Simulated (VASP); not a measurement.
# K8Ta8O25 (a cell with a defect) in VASP: notebook, part 2 of 2

VASP 6.6.1. The steps go on from the part before.

## 3. Single point, PBEsol

The input, INCAR:

```
ALGO = Normal
EDIFF = 1E-6
ENCUT = 520
GGA = PS
ISIF = 2
ISMEAR = -1
ISYM = 0
LASPH = T
LCHARG = F
LREAL = Auto
LWAVE = F
NBANDS = 181
NELM = 100
PREC = Accurate
SIGMA = 0.05
```

The input, KPOINTS:

```
Automatic mesh
0
Gamma
  1 1 1
  0.25 0.25 0.25
```

The input, POSCAR:

```
K8Ta8O25
1.0
    7.9708780000      0.0000000000      0.0000000000
    0.0000000000      7.9708780000      0.0000000000
    0.0000000000      0.0000000000      7.9708780000
K Ta O
8 8 25
Direct
    0.9998890000      0.0003060000      0.0048350000
    0.0000410000      0.9999220000      0.5089090000
    0.9882200000      0.5000170000      0.9961390000
    0.9884030000      0.5001760000      0.5177380000
    0.5001610000      0.0002210000      0.0047040000
    0.5001600000      0.9998410000      0.5086880000
    0.5117520000      0.4999890000      0.9956580000
    0.5116870000      0.5000430000      0.5175700000
    0.2497130000      0.2460590000      0.2591750000
    0.2503000000      0.2470200000      0.7588780000
    0.2496620000      0.7547480000      0.2543110000
    0.2496870000      0.7526840000      0.7546540000
    0.7496980000      0.2503930000      0.2565970000
    0.7502880000      0.2485300000      0.7564800000
    0.7496500000      0.7495040000      0.2569240000
    0.7497300000      0.7514370000      0.7569710000
    0.2499510000      0.2315930000      0.0037680000
    0.2501010000      0.2328230000      0.5097200000
    0.2501660000      0.7676590000      0.0037300000
    0.2502600000      0.7687150000      0.5098150000
    0.7501770000      0.2496220000      0.0076730000
    0.7500340000      0.2496740000      0.5060760000
    0.7502950000      0.7508750000      0.0075290000
    0.7501780000      0.7508990000      0.5058970000
    0.0017240000      0.2540380000      0.2573060000
    0.9984210000      0.2500890000      0.7567450000
    0.0017700000      0.7462190000      0.2564570000
    0.9983600000      0.7502770000      0.7566500000
    0.4985050000      0.2543150000      0.2570810000
    0.5018700000      0.2500130000      0.7567540000
    0.4984640000      0.7466890000      0.2562970000
    0.5018270000      0.7501250000      0.7566340000
    0.2498840000      0.0002370000      0.2567840000
    0.2500750000      0.0001720000      0.7566860000
    0.2504780000      0.4983440000      0.1664340000
    0.2500620000      0.5001330000      0.7568010000
    0.7501570000      0.0002790000      0.2568730000
    0.7501170000      0.0001830000      0.7567770000
    0.7501410000      0.5002830000      0.2568830000
    0.7500800000      0.5001830000      0.7568520000
    0.2497780000      0.5020840000      0.3470800000
```

Potentials or basis: VASP PAW PBE potentials, release 64 (K_sv, Ta_pv, O).

Launch:

```console
cat potpaw_PBE.64/K_sv/POTCAR potpaw_PBE.64/Ta_pv/POTCAR potpaw_PBE.64/O/POTCAR > POTCAR
mpirun -np 1 vasp_std > vasp.out
```

OUTCAR:

```text
EDIFF = 1E-6
   ENCUT = 520
   GGA = PS
   ISIF = 2
   ISMEAR = -1
   ISYM = 0
   LASPH = T
   LREAL = Auto
   NELM = 100
   PREC = Accurate

 ion  position               nearest neighbor table
   1  1.000  0.000  0.005-  17 2.72  19 2.72  38 2.81  26 2.81  28 2.81  34 2.81  23 2.81  21 2.81
                            37 2.83  33 2.83  27 2.85  25 2.85  10 3.42  11 3.43  14 3.43  16 3.44
   2  0.000  1.000  0.509-  20 2.72  18 2.72  28 2.80  38 2.81  34 2.81  26 2.81  24 2.81  22 2.82
                            37 2.83  33 2.83  25 2.85  27 2.85  12 3.42   9 3.43  14 3.43  16 3.44
   3  0.988  0.500  0.996-  35 2.49  40 2.69  21 2.76  23 2.76  26 2.76  28 2.76  39 2.81  36 2.83
                            27 2.86  25 2.86  16 3.36  14 3.36  13 3.45  15 3.45  10 3.47  12 3.48
   4  0.988  0.500  0.518-  41 2.49  40 2.69  22 2.76  28 2.76  24 2.76  26 2.76  39 2.82  36 2.83
                            25 2.86  27 2.86  14 3.35  16 3.36  15 3.45  13 3.45  12 3.46  10 3.48
   5  0.500  0.000  0.005-  17 2.72  19 2.72  30 2.81  38 2.81  34 2.81  32 2.81  21 2.81  23 2.82
                            37 2.83  33 2.83  31 2.85  29 2.85  10 3.42  11 3.43  16 3.43  14 3.44
   6  0.500  1.000  0.509-  20 2.71  18 2.72  32 2.81  38 2.81  34 2.81  30 2.81  24 2.81  22 2.82
                            37 2.83  33 2.83  31 2.85  29 2.85  12 3.42   9 3.43  16 3.43  14 3.44
[... 261 lines left out ...]
      6     -32.3986      2.00000
[... 669 lines left out ...]
    166       6.5114      0.00000
    167       6.5323      0.00000
 [bands above 167 left out]

------------------------ aborting loop because EDIFF is reached ----------------------------------------

  FORCE on cell =-STRESS in cart. coord.  units (eV):
  Direction    XX          YY          ZZ          XY          YZ          ZX
  --------------------------------------------------------------------------------------
  -------------------------------------------------------------------------------------
  Total        6.0086443      8.5024247      8.6622596      0.0009793      0.0808111     -0.0162894
  in kB       19.0094081     26.8989228     27.4045889      0.0030982      0.2556601     -0.0515344
  external PRESSURE =      24.4376399 kB  Pullay stress =       0.0000000 kB

 VOLUME and BASIS-vectors are now :
 -----------------------------------------------------------------------------
  energy-cutoff  :      520.00
  volume of cell :      506.43
      direct lattice vectors                 reciprocal lattice vectors
     7.970878000  0.000000000  0.000000000     0.125456694  0.000000000  0.000000000
     0.000000000  7.970878000  0.000000000     0.000000000  0.125456694  0.000000000
     0.000000000  0.000000000  7.970878000     0.000000000  0.000000000  0.125456694

 POSITION                                       TOTAL-FORCE (eV/Angst)
 -----------------------------------------------------------------------------------
      7.96999      0.00244      0.03854        -0.004672     -0.006617     -0.001194
      0.00033      7.97026      4.05645        -0.009983      0.007840     -0.011058
      7.87698      3.98557      7.94010         0.012685      0.005537     -0.010335
      7.87844      3.98684      4.12683        -0.006121     -0.006246      0.005594
      3.98672      0.00176      0.03750         0.001186     -0.004773      0.000586
      3.98671      7.96961      4.05469        -0.003386      0.013222     -0.005252
[... 33 lines left out ...]
      5.97880      3.98690      6.03277         0.001895      0.001538     -0.001939
      1.99095      4.00205      2.76653         0.010938      0.047608      0.314136
 -----------------------------------------------------------------------------------
    total drift:                                0.001392      0.019633     -0.038109

  FREE ENERGIE OF THE ION-ELECTRON SYSTEM (eV)
  ---------------------------------------------------
  free  energy   TOTEN  =      -346.8593179699 eV

  energy  without entropy=     -346.8593179699  energy(sigma->0) =     -346.85931797
```

OSZICAR:

```text
N       E                     dE             d eps       ncg     rms          rms(c)
DAV:   1     0.308751188199E+04    0.30875E+04   -0.17051E+05  1448   0.174E+03
DAV:   2    -0.102292498498E+03   -0.31898E+04   -0.30975E+04  1700   0.506E+02
DAV:   3    -0.400264555943E+03   -0.29797E+03   -0.29582E+03  1728   0.148E+02
DAV:   4    -0.408770939584E+03   -0.85064E+01   -0.84813E+01  1888   0.258E+01
DAV:   5    -0.409218056923E+03   -0.44712E+00   -0.44685E+00  2512   0.440E+00    0.969E+01
DAV:   6    -0.348831325498E+03    0.60387E+02   -0.30904E+02  1688   0.458E+01    0.402E+01
DAV:   7    -0.347339012128E+03    0.14923E+01   -0.19579E+01  1656   0.114E+01    0.237E+01
DAV:   8    -0.346914889360E+03    0.42412E+00   -0.27321E+00  1768   0.515E+00    0.345E+00
DAV:   9    -0.346857082485E+03    0.57807E-01   -0.40392E-01  1880   0.178E+00    0.937E-01
DAV:  10    -0.346859217128E+03   -0.21346E-02   -0.64669E-02  1848   0.651E-01    0.515E-01
DAV:  11    -0.346858929201E+03    0.28793E-03   -0.96117E-03  1920   0.310E-01    0.190E-01
DAV:  12    -0.346859259172E+03   -0.32997E-03   -0.15691E-03  1576   0.107E-01    0.906E-02
DAV:  13    -0.346859304266E+03   -0.45094E-04   -0.43775E-04  1968   0.570E-02    0.403E-02
DAV:  14    -0.346859316248E+03   -0.11982E-04   -0.63166E-05  1784   0.250E-02    0.125E-02
DAV:  15    -0.346859317419E+03   -0.11713E-05   -0.13092E-05  1488   0.107E-02    0.637E-03
DAV:  16    -0.346859317970E+03   -0.55078E-06   -0.26256E-06  1152   0.479E-03
   1 F= -.34685932E+03 E0= -.34685932E+03  d E =-.115192E-10
```

Wall time 13 min (1 thread of Intel Xeon Platinum 8259CL at 2.50GHz (Skylake/Cascade Lake), shared host); peak memory 0.62 GiB.

Results:

```yaml
Free_energy: -346.8593 eV
Pressure: 2.4 GPa
Largest_force: 0.321 eV/Å
Band_gap_on_the_k_mesh: 2.72 eV
```

Forces on the atoms (eV/Å):
```
K   -0.005 -0.007 -0.001
K   -0.010  0.008 -0.011
K    0.013  0.006 -0.010
K   -0.006 -0.006  0.006
K    0.001 -0.005  0.001
K   -0.003  0.013 -0.005
K   -0.004  0.006 -0.002
K   -0.002 -0.003  0.006
Ta   0.008  0.000 -0.036
Ta  -0.009  0.042 -0.074
Ta   0.014 -0.017  0.044
Ta   0.011 -0.023  0.062
Ta   0.010  0.004  0.006
Ta   0.000  0.016 -0.001
Ta   0.014  0.006  0.000
Ta   0.017 -0.004  0.002
O    0.006  0.031  0.050
O    0.005 -0.036  0.009
O   -0.006  0.034 -0.003
O   -0.006 -0.031 -0.047
O   -0.003 -0.006 -0.003
O    0.001 -0.009 -0.004
O   -0.009  0.002  0.000
O   -0.007  0.000  0.007
O   -0.018  0.009 -0.007
O    0.008 -0.006  0.003
O   -0.017  0.003 -0.001
O    0.010 -0.001 -0.001
O    0.002 -0.009  0.001
O   -0.013 -0.003  0.007
O    0.014 -0.018  0.006
O   -0.014  0.007  0.002
O    0.004  0.008  0.000
O    0.002 -0.014  0.004
O   -0.012 -0.040 -0.318
O    0.001  0.004  0.001
O   -0.002 -0.003 -0.002
O   -0.002 -0.005  0.002
O   -0.005 -0.005 -0.003
O    0.002  0.002 -0.002
O    0.011  0.048  0.314
```

Caveat: the PAW data sets were made with another functional, which shifts forces and pressure a little; spin-orbit coupling is left out, which moves the levels of the heavy elements.
